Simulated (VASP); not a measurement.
Nb:

```
CELL_PARAMETERS angstrom
2.96000 0.00000 0.00000
-1.48000 2.56344 0.00000
0.00000 0.00000 4.83368
ATOMIC_POSITIONS crystal
Nb 0.33333 0.66667 0.25000
Nb 0.66667 0.33333 0.75000
```

This isn't the form of Nb at room conditions, which is bcc.

- Program: VASP 6.6.1
- Task: relaxation of cell and atoms
- Functional: PBE
- Potentials or basis: VASP PAW PBE potentials, release 64 (Nb_sv)
- Cutoff: 600 eV
- k mesh: 9 × 9 × 5
- Occupations: fermi-dirac, width 0.05 eV
- Spin: no spin polarisation

At the start: pressure 2.8 GPa; volume 18.34 Å³/atom.

Q: How do energy, volume and symmetry change on relaxing?

A: Over 8 steps the energy falls by 69.9 meV/atom and the volume is 18.65 Å³/atom (+1.7 %); space group P6_3/mmc (No. 194, to 0.1 Å) before and after.

Step by step:
```
step  energy change (eV)  largest force (eV/Å)  pressure (GPa)  volume (Å³)
   1              0.0000                0.0000            2.80        36.68
   2             -0.0547                0.0000           -4.60        38.38
   3             -0.0560                0.0000           -5.69        38.68
   4             -0.0824                0.0000           -5.72        38.70
   5             -0.1104                0.0000           -5.68        38.71
   6             -0.1141                0.0000           -5.60        38.71
   7             -0.1345                0.0000           -2.60        37.91
   8             -0.1397                0.0000           -0.08        37.30
```

Final structure:
```cif
data_structure
_symmetry_space_group_name_H-M 'P 1'
_symmetry_Int_Tables_number 1
_cell_length_a 2.8514
_cell_length_b 2.8514
_cell_length_c 5.2975
_cell_angle_alpha 90.000
_cell_angle_beta 90.000
_cell_angle_gamma 120.000
_cell_volume 37.30
loop_
_atom_site_label
_atom_site_type_symbol
_atom_site_fract_x
_atom_site_fract_y
_atom_site_fract_z
_atom_site_occupancy
Nb1 Nb 0.33333 0.66667 0.25000 1
Nb2 Nb 0.66667 0.33333 0.75000 1
```
